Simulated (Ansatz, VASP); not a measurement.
One calculation of Pt, two programs

INCAR

```
PREC = Accurate
ENCUT = 520
EDIFF = 1E-7
ISMEAR = 1
SIGMA = 0.05
LREAL = False
LASPH = True
NELM = 150
ALGO = Normal
ISIF = 2
LWAVE = False
LCHARG = True
ISPIN = 2
MAGMOM = 0.5
LORBIT = 11
LMAXMIX = 4
GGA = PS
LELF = True
LVHAR = True
NBANDS = 15
```

The input KPOINTS:

```
regular mesh
0
Gamma
  12 12 12
```

POSCAR

```
Pt
1.0
    2.7820256321      0.0000000000      0.0000000000
    1.4674986472      2.3925212682      0.0000000000
    1.4329703786      0.8492727539      2.2655799664
Pt
1
Direct
    0.0074370000     -0.0184560000     -0.0015240000
```

File input.yaml:

```yaml
crystal:
  lattice: { a: 2.7820256321, b: 2.8067259037, c: 2.8120314544, alpha: 58.4070462126, beta: 59.3637777521, gamma: 58.4763331432 }
  atoms:
    - { symbol: Pt, position: [0.007437, -0.018456, -0.001524], spin: 0.5 }
kpoints:
  mp_grid: { grid: [12, 12, 12] }
  band_path:
    path: [[-0.5, -0.5, -0.5], [0.0, 0.0, 0.0], [0.0, 0.0, 0.5]]
    npoints: 10
scf:
  occupations: { method: cold, width: 0.05 }
hamiltonian:
  xc: pbesol
  pseudopotentials: { kind: all_electron, lapw: { basis_error: 0.001 } }
magnetization:
  spin_polarized: true
output:
  forces: true
  stress: true
  eigenvalues: true
  fatbands: true
  dos: { projected: true, de: 0.1, e_range: [-10, 8] }
  populations: true
```

Change from the starting cell: cell strained at random at fixed volume.

Alike in both runs: functional PBEsol; k mesh 12 × 12 × 12; collinear spin.

|  | VASP | Ansatz |
| --- | --- | --- |
| version | VASP 6.6.1 | Ansatz 0.2.0 |
| potentials or method | VASP PAW PBE potentials, release 64 (Pt), cutoff 520 eV | all-electron LAPW, scalar-relativistic |
| occupations | methfessel-paxton of order 1, width 0.05 eV | cold, width 0.05 eV |
| task | single point | projected density of states |

VASP gave:

| Item | Value |
| --- | --- |
| gap on the k mesh at the Fermi level (eV) | none |
| pressure (GPa) | -0.8 |
| traceless stress, the component that is largest in VASP (GPa) | -2.05 |
| net moment per atom (μB) | 0.04 |
| size of the moment on the site where the two differ most (μB) | 0.04 |

Q: Estimate Ansatz's values.

A: gap on the k mesh at the Fermi level (eV): none; pressure (GPa): -0.5; traceless stress, the component that is largest in VASP (GPa): -2.00; net moment per atom (μB): 0.00; size of the moment on the site where the two differ most (μB): 0.00.

VASP's potentials were made for PBE, not for PBEsol. Site moments also hang on the region over which each program counts them. A gap of «none» marks a metal or a gap that the smearing closes. Ansatz ran all-electron here, and VASP with PAW potentials.

Spin-orbit coupling is off throughout.
